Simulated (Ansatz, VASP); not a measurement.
# Two plane-wave programs on P

```
P
1.0
     4.90011    0.00000    0.00000
     0.00000    4.90011    0.00000
     0.00000    0.00000    4.90011
P
8
Direct
  0.00000 0.00000 0.00000
  0.50000 0.50000 0.50000
  0.25000 0.00000 0.50000
  0.75000 0.00000 0.50000
  0.50000 0.25000 0.00000
  0.50000 0.75000 0.00000
  0.00000 0.50000 0.25000
  0.00000 0.50000 0.75000
```

Alike in both runs: functional PBE; k mesh 5 × 5 × 5; occupations fermi-dirac, width 0.1 eV; no spin polarisation.

Ansatz relaxed the structure, and its values are those at the end. VASP's run is a single point on that final structure, the one shown.

|  | VASP | Ansatz |
| --- | --- | --- |
| version | VASP 6.6.1 | Ansatz 0.2.0 |
| potentials or method | VASP PAW PBE potentials, release 64 (P), cutoff 520 eV | plane waves (420 eV) with PAW, scalar-relativistic |
| valence electrons in the cell | 40 | 40 |

```tsv
	VASP	Ansatz	Ansatz less VASP
pressure (GPa)	-0.2	0.0	+0.18
```

With one functional, cell and mesh, what is left measures potentials, basis and numerics.
